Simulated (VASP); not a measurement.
# F (C2/c) in VASP: further runs

F is run at these levels: PBE+D3(BJ); tasks: single point.

All numbers are computed with VASP 6.6.1; they aren't measurements. Logs are shortened: lines on timing, memory, paths and dates and some standing lists are left out, and cuts for length are marked.

## 1. The cell of the first run

The structure is monoclinic, space group C2/c (No. 15). The conventional cell has a = 5.485 Å, b = 3.467 Å, c = 6.580 Å, α = 90.00°, β = 91.04°, γ = 90.00°. F (site symmetry 1) has 1 F at 1.37 Å within 1.8 Å.

## 2. Single point, PBE+D3(BJ)

Input file INCAR:

```
PREC     = Accurate       # precision mode
ENCUT    = 520            # plane-wave cutoff, eV
EDIFF    = 1E-6           # SCF threshold, eV
ISMEAR   = 0              # smearing method
SIGMA    = 0.05           # smearing width, eV
LREAL    = F              # projectors in reciprocal space
LASPH    = T              # aspherical terms in the spheres
NELM     = 60             # most SCF steps
ALGO     = Normal         # electronic algorithm
ISIF     = 2              # what is computed and relaxed
LWAVE    = F              # write WAVECAR
LCHARG   = F              # write CHGCAR
GGA      = PE             # functional
IVDW     = 12             # dispersion correction
NBANDS   = 22             # bands
```

Input file KPOINTS:

```
regular mesh
0
Gamma
  8 8 4
```

Input file POSCAR:

```
F
1.0
    2.7275771167     -1.7336339579      0.2878492166
    2.7275771167      1.7336339579      0.2878492166
   -0.8091229560      0.0000000000      6.5300711906
F
4
Direct
    0.9138648456      0.5855481450      0.0939279973
    0.4144518550      0.0861351544      0.4060720027
    0.0861351544      0.4144518550      0.9060720027
    0.5855481450      0.9138648456      0.5939279973
```

Potentials or basis: VASP PAW PBE potentials, release 64 (F).

Run with:

```bash
$ cat potpaw_PBE.64/F/POTCAR > POTCAR
$ mpirun -np 1 vasp_std > vasp.out
```

OUTCAR:

```text
PREC = Accurate
   ENCUT = 520
   EDIFF = 1E-6
   ISMEAR = 0
   LREAL = F
   LASPH = T
   NELM = 60
   ISIF = 2
   GGA = PE
   IVDW = 12
 IVDW          = 12

 ion  position               nearest neighbor table
   1  0.914  0.586  0.094-   3 1.37
   2  0.414  0.086  0.406-   4 1.37
   3  0.086  0.414  0.906-   1 1.37
   4  0.586  0.914  0.594-   2 1.37

  LATTYP: Found a base centered monoclinic cell.
 ALAT       =     5.4854476933
 B/A-ratio  =     0.6320847649
 C/A-ratio  =     1.1995389811
 COS(beta)  =    -0.0181341353

  Lattice vectors:

 A1 = (   2.7275771167,  -1.7336339579,   0.2878492166)
 A2 = (   2.7275771167,   1.7336339579,   0.2878492166)
 A3 = (  -0.8091229560,   0.0000000000,   6.5300711906)

Analysis of symmetry for initial positions (statically):
=====================================================================
 Subroutine PRICEL returns:
 Original cell was already a primitive cell.

 Routine SETGRP: Setting up the symmetry group for a
 base centered monoclinic supercell.

 Subroutine GETGRP returns: Found  4 space group operations
 (whereof  2 operations were pure point group operations)
 out of a pool of  4 trial point group operations.

The static configuration has the point symmetry S_2 .
 The point group associated with its full space group is C_2h.

Analysis of symmetry for dynamics (positions and initial velocities):
=====================================================================
 Subroutine PRICEL returns:
 Original cell was already a primitive cell.

 Routine SETGRP: Setting up the symmetry group for a
 base centered monoclinic supercell.

 Subroutine GETGRP returns: Found  4 space group operations
 (whereof  2 operations were pure point group operations)
 out of a pool of  4 trial point group operations.

The dynamic configuration has the point symmetry S_2 .
 The point group associated with its full space group is C_2h.

 Subroutine INISYM returns: Found  4 space group operations
 (whereof  2 operations are pure point group operations),
 and found     1 'primitive' translations

----------------------------------------------------------------------------------------

                                     Primitive cell

  volume of cell :      62.5640

  direct lattice vectors                    reciprocal lattice vectors
     2.727577117 -1.733633958  0.287849217     0.180946761 -0.288411517  0.022420610
     2.727577117  1.733633958  0.287849217     0.180946761  0.288411517  0.022420610
    -0.809122956  0.000000000  6.530071191    -0.015952470  0.000000000  0.151161061

  length of vectors
     3.244691172  3.244691172  6.580008337     0.341211983  0.341211983  0.152000486

  position of ions in fractional coordinates (direct lattice)
     0.913864846  0.585548145  0.093927997
     0.414451855  0.086135154  0.406072003
     0.086135154  0.414451855  0.906072003
     0.585548145  0.913864846  0.593927997

  ion indices of the primitive-cell ions
   primitive index   ion index
                 1           1
                 2           2
                 3           3
                 4           4

----------------------------------------------------------------------------------------

 KPOINTS: regular mesh

Automatic generation of k-mesh.
 Grid dimensions read from file:
 generate k-points for:    8    8    4

 Generating k-lattice:

  Cartesian coordinates                     Fractional coordinates (reciprocal lattice)
     0.022618345 -0.036051440  0.002802576     0.125000000  0.000000000  0.000000000
     0.022618345  0.036051440  0.002802576     0.000000000  0.125000000  0.000000000
    -0.003988118  0.000000000  0.037790265     0.000000000  0.000000000  0.250000000

  Length of vectors
     0.042651498  0.042651498  0.038000121

  Shift w.r.t. Gamma in fractional coordinates (k-lattice)
     0.000000000  0.000000000  0.000000000

 Subroutine IBZKPT returns following result:
 ===========================================

 Found     78 irreducible k-points:

 Following reciprocal coordinates:
            Coordinates               Weight
  0.000000  0.000000  0.000000      1.000000
  0.125000  0.000000  0.000000      4.000000
  0.250000  0.000000  0.000000      4.000000
  0.375000  0.000000 -0.000000      4.000000
  0.500000  0.000000  0.000000      2.000000
  0.125000  0.125000  0.000000      2.000000
[... 16 lines left out ...]
  0.125000  0.000000  0.250000      4.000000
  0.250000  0.000000  0.250000      4.000000
 [... further k-points ...]
   k-points           NKPTS =     78   k-points in BZ     NKDIM =     78   number of bands    NBANDS=     22
   number of dos      NEDOS =    301   number of ions     NIONS =      4
   total plane-waves  NPLWV =  28800
   dimension x,y,z NGX =    24 NGY =   24 NGZ =   50
   dimension x,y,z NGXF=    48 NGYF=   48 NGZF=  100
   ions per type =               4
   NGX,Y,Z   is equivalent  to a cutoff of  12.30, 12.30, 12.63 a.u.
   NGXF,Y,Z  is equivalent  to a cutoff of  24.59, 24.59, 25.27 a.u.
 SYSTEM =  unknown system
   PREC   = accura    normal or accurate (medium, high low for compatibility)
   ISTART =      0    job   : 0-new  1-cont  2-samecut
   ICHARG =      2    charge: 1-file 2-atom 10-const
   ISPIN  =      1    spin polarized calculation?
   LNONCOLLINEAR =      F non collinear calculations
   LSORBIT =      F    spin-orbit coupling
   LASPH  =      T    aspherical Exc in radial PAW
   ENCUT  =  520.0 eV  38.22 Ry    6.18 a.u.   6.03  6.03 12.23*2*pi/ulx,y,z
   NELM   =     60;   NELMIN=  2; NELMDL= -5     # of ELM steps
   EDIFF  = 0.1E-05   stopping-criterion for ELM
   LREAL  =      F    real-space projection
   EDIFFG = 0.1E-04   stopping-criterion for IOM
   NSW    =      0    number of steps for IOM
   IBRION =     -1    ionic relax: 0-MD 1-quasi-New 2-CG
   NFREE  =      0    steps in history (QN), initial steepest desc. (CG)
   ISIF   =      2    stress and relaxation
   ISYM   =      2    0-nonsym 1-usesym 2-fastsym
   POTIM  = 0.5000    time-step for ionic-motion
   TEBEG  =    0.0;   TEEND  =   0.0 temperature during run
   PSTRESS=    0.0 pullay stress
   NELECT =      28.0000    total number of electrons
   NUPDOWN=      -1.0000    fix difference up-down
   EMIN   =  10.00;   EMAX   =-10.00  energy-range for DOS
   EFERMI =   0.00;   METHOD = LEGACY
   ISMEAR =     0;   SIGMA  =   0.05  broadening in eV -4-tet -1-fermi 0-gaus
   EFERMI_NEDOS =   21; number of points for ismear=-14 and -15
   IALGO  =     38    algorithm
   IMIX   =      4    mixing-type and parameters
     AMIX     =   0.40;   BMIX     =  1.00
     AMIX_MAG =   1.60;   BMIX_MAG =  1.00
  volume/ion in A,a.u.               =      15.64       105.55
  Fermi-wavevector in a.u.,A,eV,Ry     =   1.252235  2.366382 21.335210  1.568094
  Thomas-Fermi vector in A             =   2.386145
   LORBIT       =      0    0 simple, 1 ext, 2 COOP (PROOUT), +10 PAW based schemes
   GGA     = PE    functional components
   LHFCALC =     F    Hartree Fock is set to
   AEXX    =    0.0000 exact exchange contribution
   IVDW    =    12    specifies the selected vdW correction
   LEPSILON=     F    determine dielectric tensor
   LRPA    =     F    only Hartree local field effects (RPA)
 non-spin polarized calculation
 Gauss-broadening in eV      SIGMA  =   0.05
  energy-cutoff  :      520.00
  volume of cell :       62.56
 maximum number of plane-waves:      1724
   NGX = 13   NGY = 13   NGZ = 25

 number of electron      27.9999976 magnetization

 Free energy of the ion-electron system (eV)
  ---------------------------------------------------
  ext. energy  EPLUGINS =         0.00000000
  ---------------------------------------------------
  free energy    TOTEN  =        -7.17645121 eV

  energy without entropy =       -7.17645121  energy(sigma->0) =       -7.17645121

 E-fermi :  -4.7061     XC(G=0):  -7.6864

 val. band max:       -4.9372108699   @ k =   0.0000   0.0000   0.0000
 cond. band min:      -1.4795231462   @ k =   0.0000   0.0000   0.0000
 fundamental gap:      3.4576877237
 Fermi energy:        -4.7060587412

 k-point     1 :       0.0000    0.0000    0.0000
  band No.  band energies     occupation
      1     -30.6024      2.00000
      2     -30.4829      2.00000
      3     -23.5097      2.00000
      4     -23.1282      2.00000
      5     -11.8584      2.00000
      6     -11.0712      2.00000
[... 14 lines left out ...]
     21      15.7565      0.00000
     22      15.8218      0.00000

 k-point     2 :       0.1250    0.0000    0.0000
  band No.  band energies     occupation
      1     -30.5878      2.00000
      2     -30.4771      2.00000
      3     -23.4934      2.00000
      4     -23.1413      2.00000
      5     -11.8364      2.00000
      6     -11.0997      2.00000
[... 14 lines left out ...]
     21      14.4930      0.00000
     22      15.9131      0.00000

 k-point     3 :       0.2500    0.0000    0.0000
  band No.  band energies     occupation
      1     -30.5495      2.00000
      2     -30.4644      2.00000
      3     -23.4477      2.00000
      4     -23.1791      2.00000
      5     -11.7685      2.00000
      6     -11.1856      2.00000
[... 14 lines left out ...]
     21      13.9576      0.00000
     22      14.1218      0.00000
[... 476 lines left out ...]
 k-point    23 :       0.1250    0.0000    0.2500
  band No.  band energies     occupation
      1     -30.5718      2.00000
      2     -30.4938      2.00000
      3     -23.4423      2.00000
      4     -23.1939      2.00000
      5     -11.7350      2.00000
      6     -11.2163      2.00000
[... 14 lines left out ...]
     21      14.3081      0.00000
     22      15.4855      0.00000

 k-point    24 :       0.2500    0.0000    0.2500
  band No.  band energies     occupation
      1     -30.5370      2.00000
      2     -30.4775      2.00000
      3     -23.4082      2.00000
      4     -23.2195      2.00000
      5     -11.6816      2.00000
      6     -11.2689      2.00000
[... 14 lines left out ...]
     21      13.0079      0.00000
     22      13.6970      0.00000

 [... further k-points ...]

------------------------ aborting loop because EDIFF is reached ----------------------------------------

 Edisp (eV)   -0.12024

 E8    (eV) :    -0.0263

  FORCE on cell =-STRESS in cart. coord.  units (eV):
  Direction    XX          YY          ZZ          XY          YZ          ZX
  --------------------------------------------------------------------------------------
  -------------------------------------------------------------------------------------
  Total      -0.01761     1.15891     5.01515     0.00000     0.00000    -0.63943
  in kB      -0.45088    29.67811   128.43093     0.00000     0.00000   -16.37488
  external pressure =       52.55 kB  Pullay stress =        0.00 kB

 VOLUME and BASIS-vectors are now :
 -----------------------------------------------------------------------------
  energy-cutoff  :      520.00
  volume of cell :       62.56
      direct lattice vectors                 reciprocal lattice vectors
     2.727577117 -1.733633958  0.287849217     0.180946761 -0.288411517  0.022420610
     2.727577117  1.733633958  0.287849217     0.180946761  0.288411517  0.022420610
    -0.809122956  0.000000000  6.530071191    -0.015952470  0.000000000  0.151161061

 POSITION                                       TOTAL-FORCE (eV/Angst)
 -----------------------------------------------------------------------------------
      4.01377     -0.56918      1.04496        -0.250335      0.984450      1.999260
      1.03683     -0.56918      2.79577         0.250335      0.984450     -1.999260
      0.63227      0.56918      6.06081         0.250335     -0.984450     -1.999260
      3.60920      0.56918      4.31000        -0.250335     -0.984450      1.999260
 -----------------------------------------------------------------------------------
    total drift:                                0.000000     -0.000000      0.000000

  FREE ENERGIE OF THE ION-ELECTRON SYSTEM (eV)
  ---------------------------------------------------
  free  energy   TOTEN  =        -7.2966880860 eV

  energy  without entropy=       -7.2966880860  energy(sigma->0) =       -7.29668809
```

Wall time 30 s (1 thread of AMD EPYC 9R45 (Zen 5), shared host); peak memory 0.19 GiB.

What came out:

* Free energy: -7.2967 eV
* Pressure: 5.3 GPa
* Largest force: 2.243 eV/Å
* Band gap on the k mesh: 3.46 eV
* Dispersion energy per atom: -0.030 eV

Forces in eV/Å, atoms in the order of the input:
```
F   -0.250  0.984  1.999
F    0.250  0.984 -1.999
F    0.250 -0.984 -1.999
F   -0.250 -0.984  1.999
```

Stress tensor (GPa, compression positive):
```
-0.05  0.00 -1.64
 0.00  2.97  0.00
-1.64  0.00 12.84
```

Caveat: the stress differs along the axes, from -0 to 13 GPa; forces of over 1 eV/Å act on the atoms, so gaps and moduli don't describe the material at rest.

## 3. Single point, PBE+D3(BJ) (atoms shifted along a free coordinate)

Input file INCAR:

```
PREC     = Accurate       # precision mode
ENCUT    = 520            # plane-wave cutoff, eV
EDIFF    = 1E-6           # SCF threshold, eV
ISMEAR   = 0              # smearing method
SIGMA    = 0.05           # smearing width, eV
LREAL    = False          # projectors in reciprocal space
LASPH    = True           # aspherical terms in the spheres
NELM     = 100            # most SCF steps
ALGO     = Normal         # electronic algorithm
ISIF     = 2              # what is computed and relaxed
LWAVE    = False          # write WAVECAR
LCHARG   = True           # write CHGCAR
GGA      = PE             # functional
IVDW     = 12             # dispersion correction
LELF     = True           # ELF
LVHAR    = True         
NBANDS   = 22             # bands
```

KPOINTS is that of step 2.

Input file POSCAR:

```
F
1.0
    2.7275771167     -1.7336339579      0.2878492166
    2.7275771167      1.7336339579      0.2878492166
   -0.8091229560      0.0000000000      6.5300711906
F
4
Direct
    0.9138648456      0.5855481450      0.0772625910
    0.4144518550      0.0861351544      0.4227374090
    0.0861351544      0.4144518550      0.9227374090
    0.5855481450      0.9138648456      0.5772625910
```

Potentials or basis: VASP PAW PBE potentials, release 64 (F).

Run with:

```bash
$ cat potpaw_PBE.64/F/POTCAR > POTCAR
$ mpirun -np 1 vasp_std > vasp.out
```

Wall time 31 s (1 thread of AMD EPYC 9R45 (Zen 5), shared host); peak memory 0.19 GiB.

Results (log left out):

```
Free energy                : -3.7115 eV
Pressure                   : 39.2 GPa
Largest force              : 19.663 eV/Å
Band gap on the k mesh     : 6.72 eV (least direct gap 6.74 eV)
Dispersion energy per atom : -0.030 eV
```

Forces in eV/Å, atoms in the order of the input:
```
F    -2.136   9.930  16.836
F     2.136   9.930 -16.836
F     2.136  -9.930 -16.836
F    -2.136  -9.930  16.836
```

Stress tensor (GPa, compression positive):
```
  0.86   0.00 -11.08
  0.00  30.08   0.00
-11.08   0.00  86.77
```

Levels at points of the mesh, in eV from the valence-band top:
| k point | band 12 | band 13 | band 14 | band 15 | band 16 | band 17 |
| --- | --- | --- | --- | --- | --- | --- |
| (0.00, 0.00, 0.00) | -0.19 | -0.04 | -0.01 | 6.72 | 7.92 | 8.30 |
| (0.50, 0.00, 0.00) | -0.23 | -0.04 | -0.02 | 7.68 | 7.69 | 12.11 |
| (0.50, 0.50, 0.00) | -0.41 | -0.18 | -0.05 | 7.50 | 8.19 | 11.69 |
| (0.00, 0.00, 0.50) | -0.28 | -0.03 | -0.03 | 7.01 | 7.01 | 9.63 |
| (0.50, 0.00, 0.50) | -0.22 | -0.01 | 0.00 | 7.66 | 7.67 | 12.47 |
| (0.50, 0.50, 0.50) | -0.30 | -0.27 | -0.27 | 7.78 | 7.78 | 12.37 |

Caveat: the cell differs from its parent crystal (atoms shifted along a free coordinate); the standard files for N, O and F lose accuracy on very short bonds; the stress differs along the axes, from 1 to 87 GPa; forces of over 1 eV/Å act on the atoms, so gaps and moduli don't describe the material at rest. A k mesh can miss the band edges.
